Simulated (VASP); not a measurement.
# Os (Im-3m) in VASP: a series of runs

The runs below take Os through single point, relaxation of cell and atoms, with LDA.

All numbers are computed with VASP 6.6.1; they aren't measurements. Logs are shortened: lines on timing, memory, paths and dates and some standing lists are left out, and cuts for length are marked.

## 1. The cell of the first run

It takes space group Im-3m (No. 229, cubic). The conventional cell has a = 3.047 Å, b = 3.047 Å, c = 3.047 Å, α = 90.00°, β = 90.00°, γ = 90.00°. Within 3.5 Å of Os (site symmetry m-3m) lie 14 Os at 2.64 to 3.05 Å.

This isn't the form of Os at room conditions, which is hcp.

## 2. Single point, LDA

Input file INCAR:

```
PREC = Accurate
ENCUT = 600
EDIFF = 1E-6
ISMEAR = -1
SIGMA = 0.1
LREAL = F
LASPH = T
NELM = 120
ALGO = Normal
ISIF = 2
LWAVE = F
LCHARG = T
LELF = T
LVHAR = T
NBANDS = 10
GGA_COMPAT = F
```

Input file KPOINTS:

```
regular mesh
0
Gamma
  12 12 12
```

Input file POSCAR:

```
Os
1.0
   -1.5235629926      1.5235629926      1.5235629926
    1.5235629926     -1.5235629926      1.5235629926
    1.5235629926      1.5235629926     -1.5235629926
Os
1
Direct
    0.0000000000      0.0000000000      0.0000000000
```

Potentials or basis: VASP PAW LDA potentials, release 64 (Os).

On the command line:

```bash
> cat potpaw_LDA.64/Os/POTCAR > POTCAR
> mpirun -np 1 vasp_std > vasp.out
```

OUTCAR:

```text
PREC = Accurate
   ENCUT = 600
   EDIFF = 1E-6
   ISMEAR = -1
   LREAL = F
   LASPH = T
   NELM = 120
   ISIF = 2

 ion  position               nearest neighbor table
   1  0.000  0.000  0.000-

  LATTYP: Found a body centered cubic cell.
 ALAT       =     3.0471259852

  Lattice vectors:

 A1 = (  -1.5235629926,   1.5235629926,   1.5235629926)
 A2 = (   1.5235629926,  -1.5235629926,   1.5235629926)
 A3 = (   1.5235629926,   1.5235629926,  -1.5235629926)

Analysis of symmetry for initial positions (statically):
=====================================================================
 Subroutine PRICEL returns:
 Original cell was already a primitive cell.

 Routine SETGRP: Setting up the symmetry group for a
 body centered cubic supercell.

 Subroutine GETGRP returns: Found 48 space group operations
 (whereof 48 operations were pure point group operations)
 out of a pool of 48 trial point group operations.

The static configuration has the point symmetry O_h .

Analysis of symmetry for dynamics (positions and initial velocities):
=====================================================================
 Subroutine PRICEL returns:
 Original cell was already a primitive cell.

 Routine SETGRP: Setting up the symmetry group for a
 body centered cubic supercell.

 Subroutine GETGRP returns: Found 48 space group operations
 (whereof 48 operations were pure point group operations)
 out of a pool of 48 trial point group operations.

The dynamic configuration has the point symmetry O_h .

 Subroutine INISYM returns: Found 48 space group operations
 (whereof 48 operations are pure point group operations),
 and found     1 'primitive' translations

----------------------------------------------------------------------------------------

                                     Primitive cell

  volume of cell :      14.1462

  direct lattice vectors                    reciprocal lattice vectors
    -1.523562993  1.523562993  1.523562993     0.000000000  0.328178095  0.328178095
     1.523562993 -1.523562993  1.523562993     0.328178095  0.000000000  0.328178095
     1.523562993  1.523562993 -1.523562993     0.328178095  0.328178095  0.000000000

  length of vectors
     2.638888512  2.638888512  2.638888512     0.464113912  0.464113912  0.464113912

  position of ions in fractional coordinates (direct lattice)
     0.000000000  0.000000000  0.000000000

  ion indices of the primitive-cell ions
   primitive index   ion index
                 1           1

----------------------------------------------------------------------------------------

 KPOINTS: regular mesh

Automatic generation of k-mesh.
 Grid dimensions read from file:
 generate k-points for:   12   12   12

 Generating k-lattice:

  Cartesian coordinates                     Fractional coordinates (reciprocal lattice)
     0.000000000  0.027348175  0.027348175     0.083333333  0.000000000  0.000000000
     0.027348175  0.000000000  0.027348175     0.000000000  0.083333333  0.000000000
     0.027348175  0.027348175  0.000000000     0.000000000  0.000000000  0.083333333

  Length of vectors
     0.038676159  0.038676159  0.038676159

  Shift w.r.t. Gamma in fractional coordinates (k-lattice)
     0.000000000  0.000000000  0.000000000

 Subroutine IBZKPT returns following result:
 ===========================================

 Found     72 irreducible k-points:

 Following reciprocal coordinates:
            Coordinates               Weight
  0.000000  0.000000  0.000000      1.000000
  0.083333  0.000000  0.000000     12.000000
  0.166667  0.000000  0.000000     12.000000
  0.250000  0.000000  0.000000     12.000000
  0.333333  0.000000  0.000000     12.000000
  0.416667  0.000000  0.000000     12.000000
[... 16 lines left out ...]
  0.333333  0.083333  0.083333     24.000000
  0.416667  0.083333  0.083333     12.000000
 [... further k-points ...]
   k-points           NKPTS =     72   k-points in BZ     NKDIM =     72   number of bands    NBANDS=     10
   number of dos      NEDOS =    301   number of ions     NIONS =      1
   total plane-waves  NPLWV =  13824
   dimension x,y,z NGX =    24 NGY =   24 NGZ =   24
   dimension x,y,z NGXF=    48 NGYF=   48 NGZF=   48
   ions per type =               1
   NGX,Y,Z   is equivalent  to a cutoff of  15.12, 15.12, 15.12 a.u.
   NGXF,Y,Z  is equivalent  to a cutoff of  30.24, 30.24, 30.24 a.u.
 SYSTEM =  unknown system
   PREC   = accura    normal or accurate (medium, high low for compatibility)
   ISTART =      0    job   : 0-new  1-cont  2-samecut
   ICHARG =      2    charge: 1-file 2-atom 10-const
   ISPIN  =      1    spin polarized calculation?
   LNONCOLLINEAR =      F non collinear calculations
   LSORBIT =      F    spin-orbit coupling
   LASPH  =      T    aspherical Exc in radial PAW
   ENCUT  =  600.0 eV  44.10 Ry    6.64 a.u.   5.27  5.27  5.27*2*pi/ulx,y,z
   NELM   =    120;   NELMIN=  2; NELMDL= -5     # of ELM steps
   EDIFF  = 0.1E-05   stopping-criterion for ELM
   LREAL  =      F    real-space projection
   EDIFFG = 0.1E-04   stopping-criterion for IOM
   NSW    =      0    number of steps for IOM
   IBRION =     -1    ionic relax: 0-MD 1-quasi-New 2-CG
   NFREE  =      0    steps in history (QN), initial steepest desc. (CG)
   ISIF   =      2    stress and relaxation
   ISYM   =      2    0-nonsym 1-usesym 2-fastsym
   POTIM  = 0.5000    time-step for ionic-motion
   TEBEG  =    0.0;   TEEND  =   0.0 temperature during run
   PSTRESS=    0.0 pullay stress
   NELECT =       8.0000    total number of electrons
   NUPDOWN=      -1.0000    fix difference up-down
   EMIN   =  10.00;   EMAX   =-10.00  energy-range for DOS
   EFERMI =   0.00;   METHOD = LEGACY
   ISMEAR =    -1;   SIGMA  =   0.10  broadening in eV -4-tet -1-fermi 0-gaus
   EFERMI_NEDOS =   21; number of points for ismear=-14 and -15
   IALGO  =     38    algorithm
   IMIX   =      4    mixing-type and parameters
     AMIX     =   0.40;   BMIX     =  1.00
     AMIX_MAG =   1.60;   BMIX_MAG =  1.00
  volume/ion in A,a.u.               =      14.15        95.46
  Fermi-wavevector in a.u.,A,eV,Ry     =   1.353810  2.558330 24.936782  1.832802
  Thomas-Fermi vector in A             =   2.481034
   LORBIT       =      0    0 simple, 1 ext, 2 COOP (PROOUT), +10 PAW based schemes
   GGA     = CA    functional components
   LHFCALC =     F    Hartree Fock is set to
   AEXX    =    0.0000 exact exchange contribution
   IVDW    =     0    specifies the selected vdW correction
   LEPSILON=     F    determine dielectric tensor
   LRPA    =     F    only Hartree local field effects (RPA)
 non-spin polarized calculation
  energy-cutoff  :      600.00
  volume of cell :       14.15
 maximum number of plane-waves:       490
 NGX is ok and might be reduce to    24
   NGX = 11   NGY = 11   NGZ = 11

 number of electron       8.0000000 magnetization

 Free energy of the ion-electron system (eV)
  ---------------------------------------------------
  ext. energy  EPLUGINS =         0.00000000
  ---------------------------------------------------
  free energy    TOTEN  =       -11.74933455 eV

  energy without entropy =      -11.70553362  energy(sigma->0) =      -11.72743408

 E-fermi :   9.5026     XC(G=0): -14.1079

 val. band max:        9.4861472166   @ k =   0.4167   0.0833   0.0833
 cond. band min:       9.5035667953   @ k =   0.0833   0.0833   0.0000
 fundamental gap:      0.0174195787
 Fermi energy:         9.5025528773

 k-point     1 :       0.0000    0.0000    0.0000
  band No.  band energies     occupation
      1      -1.5499      2.00000
      2       6.0366      2.00000
      3       6.0366      2.00000
      4       6.0366      2.00000
      5       9.4058      1.44920
      6       9.4058      1.44920
      7      25.8051      0.00000
      8      25.8051      0.00000
      9      25.8051      0.00000
     10      38.0347      0.00000

 k-point     2 :       0.0833    0.0000    0.0000
  band No.  band energies     occupation
      1      -1.2115      2.00000
      2       5.8637      2.00000
      3       6.0145      2.00000
      4       6.3546      2.00000
      5       9.1666      1.93284
      6       9.4171      1.40316
      7      26.0343      0.00000
      8      26.3619      0.00000
      9      26.4150      0.00000
     10      35.3537      0.00000

 k-point     3 :       0.1667    0.0000    0.0000
  band No.  band energies     occupation
      1      -0.2846      2.00000
      2       5.4201      2.00000
      3       5.8862      2.00000
      4       7.2813      2.00000
      5       8.8076      1.99808
      6       9.4692      1.16522
      7      26.2793      0.00000
      8      27.3354      0.00000
      9      27.9429      0.00000
     10      33.0344      0.00000

 k-point     4 :       0.2500    0.0000    0.0000
  band No.  band energies     occupation
      1       0.8797      2.00000
      2       4.8702      2.00000
      3       5.8093      2.00000
      4       8.7247      1.99916
      5       8.8177      1.99788
      6       9.5939      0.57274
      7      25.4098      0.00000
      8      26.0136      0.00000
      9      30.3306      0.00000
     10      33.1695      0.00000
[... 222 lines left out ...]
 k-point    22 :       0.2500    0.0833    0.0833
  band No.  band energies     occupation
      1       2.2546      2.00000
      2       4.2844      2.00000
      3       5.5441      2.00000
      4       9.2542      1.84602
      5       9.8180      0.08185
      6      12.0140      0.00000
      7      22.5787      0.00000
      8      24.2092      0.00000
      9      27.2300      0.00000
     10      31.0750      0.00000

 k-point    23 :       0.3333    0.0833    0.0833
  band No.  band energies     occupation
      1       2.2900      2.00000
      2       4.0062      2.00000
      3       7.0259      2.00000
      4       9.4558      1.22972
      5      10.0248      0.01074
      6      13.8607      0.00000
      7      19.4488      0.00000
      8      22.9809      0.00000
      9      25.9288      0.00000
     10      33.8418      0.00000

 k-point    24 :       0.4167    0.0833    0.0833
  band No.  band energies     occupation
      1       2.2234      2.00000
      2       3.9112      2.00000
      3       7.9415      2.00000
      4       9.4861      1.08184
      5      10.1036      0.00489
      6      14.7484      0.00000
      7      18.0171      0.00000
      8      22.5368      0.00000
      9      25.3128      0.00000
     10      34.8475      0.00000

 [... further k-points ...]

------------------------ aborting loop because EDIFF is reached ----------------------------------------

  FORCE on cell =-STRESS in cart. coord.  units (eV):
  Direction    XX          YY          ZZ          XY          YZ          ZX
  --------------------------------------------------------------------------------------
  -------------------------------------------------------------------------------------
  Total        0.1179181      0.1179181      0.1179181      0.0000000     -0.0000000     -0.0000000
  in kB       13.3551774     13.3551774     13.3551774      0.0000000     -0.0000000     -0.0000000
  external PRESSURE =      13.3551774 kB  Pullay stress =       0.0000000 kB

 VOLUME and BASIS-vectors are now :
 -----------------------------------------------------------------------------
  energy-cutoff  :      600.00
  volume of cell :       14.15
      direct lattice vectors                 reciprocal lattice vectors
    -1.523562993  1.523562993  1.523562993     0.000000000  0.328178095  0.328178095
     1.523562993 -1.523562993  1.523562993     0.328178095  0.000000000  0.328178095
     1.523562993  1.523562993 -1.523562993     0.328178095  0.328178095  0.000000000

 POSITION                                       TOTAL-FORCE (eV/Angst)
 -----------------------------------------------------------------------------------
      0.00000      0.00000      0.00000         0.000000     -0.000000      0.000000
 -----------------------------------------------------------------------------------
    total drift:                               -0.000000      0.000000      0.000000

  FREE ENERGIE OF THE ION-ELECTRON SYSTEM (eV)
  ---------------------------------------------------
  free  energy   TOTEN  =       -11.7493345456 eV

  energy  without entropy=      -11.7055336209  energy(sigma->0) =      -11.72743408
```

Run time: 6.2 s. Hardware: 1 thread of AMD EPYC 9R45 (Zen 5), shared host; peak memory 0.11 GiB.

What came out:

- Free energy: -11.7493 eV
- Pressure: 1.3 GPa
- Band gap on the k mesh: zero (bands 4 and 5 overlap by 4.79 eV)

Levels at points of the mesh, in eV from the Fermi level:
| k point | band 2 | band 3 | band 4 | band 5 | band 6 | band 7 |
| --- | --- | --- | --- | --- | --- | --- |
| (0.00, 0.00, 0.00) | -3.47 | -3.47 | -3.47 | -0.10 | -0.10 | 16.30 |
| (0.50, 0.00, 0.00) | -5.59 | -0.23 | -0.10 | 0.57 | 3.37 | 9.30 |
| (0.50, 0.50, 0.50) | -7.56 | 2.51 | 2.51 | 2.51 | 8.07 | 8.07 |

Caveat: spin-orbit coupling is left out, which moves the levels of the heavy elements.

## 3. Relaxation of cell and atoms, LDA

This run uses another cell than the first one, of 14.05 Å³/atom.

Input file INCAR:

```
SYSTEM = Os
  PREC = Accurate
  ENCUT = 600
  EDIFF = 1E-7
  ISMEAR = -1
  SIGMA = 0.1
  LREAL = .FALSE.
  LASPH = .TRUE.
  NELM = 120
  ALGO = Normal
  ISIF = 3
  LWAVE = .FALSE.
  LCHARG = .FALSE.
  IBRION = 2
  NSW = 80
  EDIFFG = -0.02
  GGA_COMPAT = .FALSE.
  NELMIN = 4
```

Input file KPOINTS:

```
regular mesh
0
G
  12 12 12
  0 0 0
```

Input file POSCAR:

```
Os
1.0
   -1.5200000000      1.5200000000      1.5200000000
    1.5200000000     -1.5200000000      1.5200000000
    1.5200000000      1.5200000000     -1.5200000000
Os
1
Direct
    0.0000000000      0.0000000000      0.0000000000
```

Potentials or basis: VASP PAW LDA potentials, release 64 (Os).

On the command line:

```bash
> cat potpaw_LDA.64/Os/POTCAR > POTCAR
> mpirun -np 1 vasp_std > vasp.out
```

Run time: 11 s. Hardware: 1 thread of AMD EPYC 9R45 (Zen 5), shared host; peak memory 0.12 GiB.

Results (log left out):

```yaml
Free_energy: -11.7495 eV
Relaxed_volume: 14.20 Å³/atom
Relaxed_cell: a = 2.642 Å, b = 2.642 Å, c = 2.642 Å, α = 109.47°, β = 109.47°, γ = 109.47°
Space_group_after_relaxing_to_0.1_Å: Im-3m (No. 229)
Energy_gained_by_relaxing: 1.9 meV/atom
Ionic_steps: 3
Pressure_after_relaxing: -0.1 GPa
Band_gap_on_the_k_mesh: zero (bands 4 and 5 overlap by 4.76 eV)
```

Step by step:
```tsv
step	energy change (eV)	largest force (eV/Å)	pressure (GPa)	volume (Å³)
1	0.0000	0.0000	4.26	14.05
2	0.0303	0.0000	-15.75	14.82
3	-0.0019	0.0000	-0.09	14.20
```

Final structure:
```
Os
1.0
    -1.52532    1.52532    1.52532
     1.52532   -1.52532    1.52532
     1.52532    1.52532   -1.52532
Os
1
Direct
  0.00000 0.00000 0.00000
```

Levels at points of the mesh, in eV from the Fermi level:
```tsv
k point	band 1	band 2	band 3	band 4	band 5	band 6	band 7	band 8
(0.00, 0.00, 0.00)	-11.02	-3.45	-3.45	-3.45	-0.10	-0.10	16.30	16.30
(0.50, 0.00, 0.00)	-7.89	-5.56	-0.23	-0.10	0.57	3.35	9.26	12.55
(0.50, 0.50, 0.50)	-7.52	-7.52	2.49	2.49	2.49	8.05	8.05	8.05
```

Caveat: spin-orbit coupling is left out, which moves the levels of the heavy elements.
